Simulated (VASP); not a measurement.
# SbW (NiAs type) (P6_3/mmc) in VASP: a series of runs

Runs on SbW (NiAs type). Level: PBEsol. Tasks: single point.

Everything below comes from runs of VASP 6.6.1. Logs are shortened: lines on timing, memory, paths and dates and some standing lists are left out, and cuts for length are marked.

### Step 1. The cell of the first run

The structure is hexagonal, space group P6_3/mmc (No. 194). The conventional cell has a = 2.980 Å, b = 2.980 Å, c = 7.969 Å, α = 90.00°, β = 90.00°, γ = 120.00°. W (site symmetry -3m) has 6 Sb at 2.63 Å and 6 W at 2.98 Å within 3.5 Å. Sb (site symmetry -6m2) has 6 W at 2.63 Å and 6 Sb at 2.98 Å within 3.5 Å.

### Step 2. Single point, PBEsol

The input, INCAR:

```
PREC = Accurate
ENCUT = 520
EDIFF = 1E-6
ISMEAR = -1
SIGMA = 0.05
LREAL = False
LASPH = True
NELM = 100
ALGO = Normal
ISIF = 2
LWAVE = False
LCHARG = False
GGA = PS
NBANDS = 27
```

The input, KPOINTS:

```
regular mesh
0
Gamma
  10 10 6
```

The input, POSCAR:

```
SbW
1.0
    2.9803671014      0.0000000000      0.0000000000
   -1.4901835507      2.5810736224      0.0000000000
    0.0000000000      0.0000000000      7.9692390479
W Sb
2 2
Direct
    0.0000000000      0.0000000000      0.0000000000
    0.0000000000      0.0000000000      0.5000000000
    0.3333333333      0.6666666667      0.2500000000
    0.6666666667      0.3333333333      0.7500000000
```

Potentials or basis: VASP PAW PBE potentials, release 64 (W_sv, Sb).

Command:

```sh
$ cat potpaw_PBE.64/W_sv/POTCAR potpaw_PBE.64/Sb/POTCAR > POTCAR
$ mpirun -np 1 vasp_std > vasp.out
```

OUTCAR:

```text
PREC = Accurate
   ENCUT = 520
   EDIFF = 1E-6
   ISMEAR = -1
   LREAL = False
   LASPH = True
   NELM = 100
   ISIF = 2
   GGA = PS

 ion  position               nearest neighbor table
   1  0.000  0.000  0.000-   3 2.63   4 2.63   3 2.63   4 2.63   4 2.63   3 2.63
   2  0.000  0.000  0.500-   3 2.63   4 2.63   3 2.63   4 2.63   4 2.63   3 2.63
   3  0.333  0.667  0.250-   1 2.63   2 2.63   1 2.63   2 2.63   1 2.63   2 2.63
   4  0.667  0.333  0.750-   1 2.63   2 2.63   1 2.63   2 2.63   1 2.63   2 2.63

  LATTYP: Found a hexagonal cell.
 ALAT       =     2.9803671014
 C/A-ratio  =     2.6739118963

  Lattice vectors:

 A1 = (   2.9803671014,   0.0000000000,   0.0000000000)
 A2 = (  -1.4901835507,   2.5810736224,   0.0000000000)
 A3 = (   0.0000000000,   0.0000000000,   7.9692390479)

Analysis of symmetry for initial positions (statically):
=====================================================================
 Subroutine PRICEL returns:
 Original cell was already a primitive cell.

 Routine SETGRP: Setting up the symmetry group for a
 hexagonal supercell.

 Subroutine GETGRP returns: Found 24 space group operations
 (whereof 12 operations were pure point group operations)
 out of a pool of 24 trial point group operations.

The static configuration has the point symmetry D_3d.
 The point group associated with its full space group is D_6h.

Analysis of symmetry for dynamics (positions and initial velocities):
=====================================================================
 Subroutine PRICEL returns:
 Original cell was already a primitive cell.

 Routine SETGRP: Setting up the symmetry group for a
 hexagonal supercell.

 Subroutine GETGRP returns: Found 24 space group operations
 (whereof 12 operations were pure point group operations)
 out of a pool of 24 trial point group operations.

The dynamic configuration has the point symmetry D_3d.
 The point group associated with its full space group is D_6h.

 Subroutine INISYM returns: Found 24 space group operations
 (whereof 12 operations are pure point group operations),
 and found     1 'primitive' translations

----------------------------------------------------------------------------------------

                                     Primitive cell

  volume of cell :      61.3037

  direct lattice vectors                    reciprocal lattice vectors
     2.980367101  0.000000000  0.000000000     0.335529137  0.193717837  0.000000000
    -1.490183551  2.581073622  0.000000000     0.000000000  0.387435675  0.000000000
[... 84 lines left out ...]
   LNONCOLLINEAR =      F non collinear calculations
   LSORBIT =      F    spin-orbit coupling
   LASPH  =      T    aspherical Exc in radial PAW
   ENCUT  =  520.0 eV  38.22 Ry    6.18 a.u.   5.54  5.54 14.82*2*pi/ulx,y,z
   NELM   =    100;   NELMIN=  2; NELMDL= -5     # of ELM steps
   EDIFF  = 0.1E-05   stopping-criterion for ELM
   LREAL  =      F    real-space projection
   EDIFFG = 0.1E-04   stopping-criterion for IOM
   NSW    =      0    number of steps for IOM
   IBRION =     -1    ionic relax: 0-MD 1-quasi-New 2-CG
   NFREE  =      0    steps in history (QN), initial steepest desc. (CG)
   ISIF   =      2    stress and relaxation
   ISYM   =      2    0-nonsym 1-usesym 2-fastsym
   POTIM  = 0.5000    time-step for ionic-motion
   TEBEG  =    0.0;   TEEND  =   0.0 temperature during run
   PSTRESS=    0.0 pullay stress
   NELECT =      38.0000    total number of electrons
   NUPDOWN=      -1.0000    fix difference up-down
   EMIN   =  10.00;   EMAX   =-10.00  energy-range for DOS
   EFERMI =   0.00;   METHOD = LEGACY
   ISMEAR =    -1;   SIGMA  =   0.05  broadening in eV -4-tet -1-fermi 0-gaus
   EFERMI_NEDOS =   21; number of points for ismear=-14 and -15
   IALGO  =     38    algorithm
   IMIX   =      4    mixing-type and parameters
     AMIX     =   0.40;   BMIX     =  1.00
     AMIX_MAG =   1.60;   BMIX_MAG =  1.00
  volume/ion in A,a.u.               =      15.33       103.42
  Fermi-wavevector in a.u.,A,eV,Ry     =   1.395855  2.637784 26.509750  1.948412
  Thomas-Fermi vector in A             =   2.519266
   LORBIT       =      0    0 simple, 1 ext, 2 COOP (PROOUT), +10 PAW based schemes
   GGA     = PS    functional components
   LHFCALC =     F    Hartree Fock is set to
   AEXX    =    0.0000 exact exchange contribution
   IVDW    =     0    specifies the selected vdW correction
   LEPSILON=     F    determine dielectric tensor
   LRPA    =     F    only Hartree local field effects (RPA)
 non-spin polarized calculation
  energy-cutoff  :      520.00
  volume of cell :       61.30
 maximum number of plane-waves:      1685
 NGX is ok and might be reduce to    24
   NGX = 11   NGY = 11   NGZ = 29

 number of electron      38.0000000 magnetization

 Free energy of the ion-electron system (eV)
  ---------------------------------------------------
  ext. energy  EPLUGINS =         0.00000000
  ---------------------------------------------------
  free energy    TOTEN  =       -32.26017040 eV

  energy without entropy =      -32.23926647  energy(sigma->0) =      -32.24971843

 E-fermi :  14.7337     XC(G=0): -13.4037

 val. band max:       14.7229180265   @ k =   0.3000   0.3000   0.0000
 cond. band min:      14.7538443991   @ k =   0.1000   0.0000   0.0000
 fundamental gap:      0.0309263725
 Fermi energy:        14.7337041065

 k-point     1 :       0.0000    0.0000    0.0000
  band No.  band energies     occupation
      1     -59.0149      2.00000
      2     -59.0145      2.00000
      3     -23.5834      2.00000
      4     -23.5336      2.00000
      5     -23.0692      2.00000
      6     -23.0692      2.00000
[... 709 lines left out ...]
     26      19.8909      0.00000
     27      20.8509      0.00000

 [... further k-points ...]
[... 5 lines left out ...]
  --------------------------------------------------------------------------------------
  -------------------------------------------------------------------------------------
  Total       20.3008241     20.3008241     20.2001324      0.0000000     -0.0000000      0.0000000
  in kB      530.5633457    530.5633457    527.9317609      0.0000000     -0.0000000      0.0000000
  external PRESSURE =     529.6861508 kB  Pullay stress =       0.0000000 kB

 VOLUME and BASIS-vectors are now :
 -----------------------------------------------------------------------------
  energy-cutoff  :      520.00
  volume of cell :       61.30
      direct lattice vectors                 reciprocal lattice vectors
     2.980367101  0.000000000  0.000000000     0.335529137  0.193717837  0.000000000
    -1.490183551  2.581073622  0.000000000     0.000000000  0.387435675  0.000000000
     0.000000000  0.000000000  7.969239048     0.000000000  0.000000000  0.125482495

 POSITION                                       TOTAL-FORCE (eV/Angst)
 -----------------------------------------------------------------------------------
      0.00000      0.00000      0.00000        -0.000000      0.000000      0.000000
      0.00000      0.00000      3.98462        -0.000000      0.000000      0.000000
     -0.00000      1.72072      1.99231        -0.000000      0.000000     -0.000000
      1.49018      0.86036      5.97693         0.000000     -0.000000     -0.000000
 -----------------------------------------------------------------------------------
    total drift:                               -0.000000      0.000000      0.000000

  FREE ENERGIE OF THE ION-ELECTRON SYSTEM (eV)
  ---------------------------------------------------
  free  energy   TOTEN  =       -32.2601703975 eV

  energy  without entropy=      -32.2392664710  energy(sigma->0) =      -32.24971843
```

OSZICAR:

```text
N       E                     dE             d eps       ncg     rms          rms(c)
DAV:   1     0.378842816393E+03    0.37884E+03   -0.19053E+04  3088   0.146E+03
DAV:   2    -0.173922767426E+02   -0.39624E+03   -0.38805E+03  3662   0.430E+02
DAV:   3    -0.328828193242E+02   -0.15491E+02   -0.15183E+02  3525   0.853E+01
DAV:   4    -0.331578107595E+02   -0.27499E+00   -0.27412E+00  3756   0.123E+01
DAV:   5    -0.331628383910E+02   -0.50276E-02   -0.50272E-02  3533   0.167E+00    0.347E+01
DAV:   6    -0.324881058116E+02    0.67473E+00   -0.11300E+00  3558   0.789E+00    0.158E+01
DAV:   7    -0.322726902373E+02    0.21542E+00   -0.28167E-01  3395   0.322E+00    0.302E+00
DAV:   8    -0.322614810344E+02    0.11209E-01   -0.26131E-02  3674   0.968E-01    0.421E-01
DAV:   9    -0.322602509827E+02    0.12301E-02   -0.20610E-03  3400   0.395E-01    0.132E-01
DAV:  10    -0.322601788757E+02    0.72107E-04   -0.15033E-04  4108   0.941E-02    0.335E-02
DAV:  11    -0.322601702963E+02    0.85794E-05   -0.21201E-05  3476   0.313E-02    0.510E-03
DAV:  12    -0.322601703975E+02   -0.10122E-06   -0.67152E-07  1977   0.563E-03
   1 F= -.32260170E+02 E0= -.32249718E+02  d E =-.209039E-01
```

It took 31 s on 1 thread of Intel Xeon 6975P-C (Granite Rapids), shared host; peak memory 0.23 GiB.

What came out:

```yaml
Free_energy: -32.2602 eV
Pressure: 53.0 GPa
Band_gap_on_the_k_mesh: zero (bands 19 and 20 overlap by 2.46 eV)
```

Caveat: the cell stands under pressure; the PAW data sets were made with another functional, which shifts forces and pressure a little; spin-orbit coupling is left out, which moves the levels of the heavy elements.

### Step 3. Single point, PBEsol

The input, INCAR:

```
SYSTEM = SbW
PREC = Accurate ; ENCUT = 520
EDIFF = 1E-7 ; ISMEAR = -1
SIGMA = 0.05 ; LREAL = .FALSE.
LASPH = .TRUE. ; NELM = 100
ALGO = Normal ; ISIF = 2
LWAVE = .FALSE. ; LCHARG = .TRUE.
GGA = PS ; LELF = .TRUE.
LVHAR = .TRUE. ; NBANDS = 27
```

The input, KPOINTS:

```
regular mesh
0
G
  10 10 6
  0 0 0
```

POSCAR is that of step 2.

Potentials or basis: VASP PAW PBE potentials, release 64 (W_sv, Sb).

Command:

```sh
$ cat potpaw_PBE.64/W_sv/POTCAR potpaw_PBE.64/Sb/POTCAR > POTCAR
$ mpirun -np 1 vasp_std > vasp.out
```

Wall time 39 s (1 thread of Intel Xeon 6975P-C (Granite Rapids), shared host); peak memory 0.22 GiB.

It converged, with:

```
Free energy            : -32.2602 eV
Pressure               : 53.0 GPa
Band gap on the k mesh : zero (bands 19 and 20 overlap by 2.46 eV)
```

Stress tensor (GPa, compression positive):
```
53.07  0.00  0.00
 0.00 53.07  0.00
 0.00  0.00 52.81
```

Levels at points of the mesh, in eV from the Fermi level:
```
           k point  band 15  band 16  band 17  band 18  band 19  band 20  band 21  band 22  band 23  band 24
(0.00, 0.00, 0.00)    -1.83    -1.83    -1.15    -1.15     0.34     0.34     0.87     0.87     5.24     6.12
(0.50, 0.00, 0.00)    -4.27    -3.08    -2.57    -0.91     0.02     1.47     3.08     3.63     3.68     3.95
(0.00, 0.00, 0.50)    -1.50    -1.50    -1.50    -1.50     0.54     0.54     0.54     0.54     7.13     7.13
(0.50, 0.00, 0.50)    -3.78    -3.78    -1.75    -1.75     0.67     0.67     3.65     3.65     3.94     3.94
```

Caveat: the cell stands under pressure; the PAW data sets were made with another functional, which shifts forces and pressure a little; spin-orbit coupling is left out, which moves the levels of the heavy elements.
